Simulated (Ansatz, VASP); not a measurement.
**Ni in VASP and in Ansatz**

File INCAR:

```
SYSTEM = Ni
ALGO = Normal ; EDIFF = 1E-6
EDIFFG = -0.01 ; ENCUT = 600
GGA = PS ; IBRION = 2
ISIF = 3 ; ISMEAR = -1
ISPIN = 2 ; LASPH = .TRUE.
LCHARG = .FALSE. ; LMAXMIX = 4
LORBIT = 11 ; LREAL = .FALSE.
LWAVE = .FALSE. ; MAGMOM = 0.8 0.8
NELM = 150 ; NSW = 80
PREC = Accurate ; SIGMA = 0.05
```

File KPOINTS:

```
k-points
0
G
  11 11 11
  0 0 0
```

The input POSCAR:

```
Ni
1.0
    0.0000000000      2.4534603088      2.4534603088
    2.4534603088      0.0000000000      2.4534603088
    2.4534603088      2.4534603088      0.0000000000
Ni
2
Direct
    0.1250000000      0.1250000000      0.1250000000
    0.8750000000      0.8750000000      0.8750000000
```

Input for Ansatz:

```yaml
crystal:
  lattice:
    - [0.0, 2.4534603088, 2.4534603088]
    - [2.4534603088, 0.0, 2.4534603088]
    - [2.4534603088, 2.4534603088, 0.0]
  atoms:
    - { symbol: Ni, position: [0.125, 0.125, 0.125], spin: 0.8 }
    - { symbol: Ni, position: [0.875, 0.875, 0.875], spin: 0.8 }
hamiltonian:
  xc: pbesol
  pseudopotentials:
    kind: paw
    azcp:
      Ni: "pseudopotentials/Ni.paw.azcp"
basis:
  ecutwfc: 420
  fft_grid_basis: typed
kpoints:
  mp_grid: { grid: [11, 11, 11], shift: [0, 0, 0] }
magnetization:
  spin_polarized: true
scf:
  occupations: { method: fermi_dirac, width: 0.05 }
relax:
  max_steps: 60
  f_tol: 0.01
  cell: {}
output:
  write_density: true
  write_potential: true
  elf: true
  volumetric_format: npy
```

Alike in both runs: task relaxation of cell and atoms; functional PBEsol; k mesh 11 × 11 × 11; occupations fermi-dirac, width 0.05 eV; collinear spin.

|  | VASP | Ansatz |
| --- | --- | --- |
| version | VASP 6.6.1 | Ansatz 0.2.0 |
| potentials or method | VASP PAW PBE potentials, release 64 (Ni), cutoff 600 eV | plane waves (420 eV) with PAW, scalar-relativistic |
| valence electrons in the cell | 20 | 36 |

|  | VASP | Ansatz | Ansatz less VASP |
| --- | --- | --- | --- |
| net moment per atom (μB) | 0.80 | 0.81 | +0.008 |
| size of the moment on the site where the two differ most (μB) | 0.80 | 0.84 | +0.040 |
| relaxed volume (Å³/atom) | 15.67 | 15.69 | +0.021 |
| relaxed length of the cell vector where the two differ most in proportion (Å) | 3.539 | 3.541 | +0.0016 |

VASP's potentials were made for PBE, not for PBEsol, and Ansatz warns of the same on its side. Site moments also hang on the region over which each program counts them. VASP's potentials hold 20 valence electrons a cell and Ansatz's 36, so a difference there can come from the potentials and not from the codes.
